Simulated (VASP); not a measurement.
Write the native input for VASP 6.6.1 that does the following.

```
Task                   : single point
Functional             : PBE
Potentials or basis    : VASP PAW PBE potentials, release 64 (B, As)
Cutoff                 : 520 eV
k mesh                 : 10 × 10 × 10
Occupations            : gaussian, width 0.05 eV
Spin                   : no spin polarisation
Dipole correction      : no
Further INCAR settings : ALGO = Normal; EDIFF = 1e-06; NBANDS = 11
```

The structure of BAs lies in POSCAR:

```
BAs
1.0
    0.0000000000      2.1974200000      2.2929600000
    2.1974200000      0.0000000000      2.2929600000
    2.1974200000      2.1974200000      0.0000000000
B As
1 1
Direct
    0.0000000000      0.0000000000      0.0000000000
    0.7500000000      0.7500000000      0.7500000000
```

This cell differs from its parent crystal: strain -0.080 along x and y, -0.040 along z.

One way to write it, as run:

INCAR

```
SYSTEM = BAs
PREC = Accurate
ENCUT = 520
EDIFF = 1E-6
ISMEAR = 0
SIGMA = 0.05
LREAL = .FALSE.
LASPH = .TRUE.
NELM = 100
ALGO = Normal
ISIF = 2
LWAVE = .FALSE.
LCHARG = .TRUE.
GGA = PE
LELF = .TRUE.
LVHAR = .TRUE.
NBANDS = 11
```

KPOINTS

```
regular mesh
0
G
  10 10 10
  0 0 0
```

Potentials or basis: VASP PAW PBE potentials, release 64 (B, As).

The run is started by

```console
$ cat potpaw_PBE.64/B/POTCAR potpaw_PBE.64/As/POTCAR > POTCAR
$ mpirun -np 1 vasp_std > vasp.out
```

Results of the run:

```yaml
Pressure: 49.1 GPa
Band_gap_on_the_k_mesh: 0.58 eV, indirect (least direct gap 3.34 eV)
```

Caveat: the cell differs from its parent crystal (strain -0.080 along x and y, -0.040 along z).

Wall time 19 s on 1 thread of Intel Xeon 8259CL, on a shared host, peak memory 0.16 GiB.
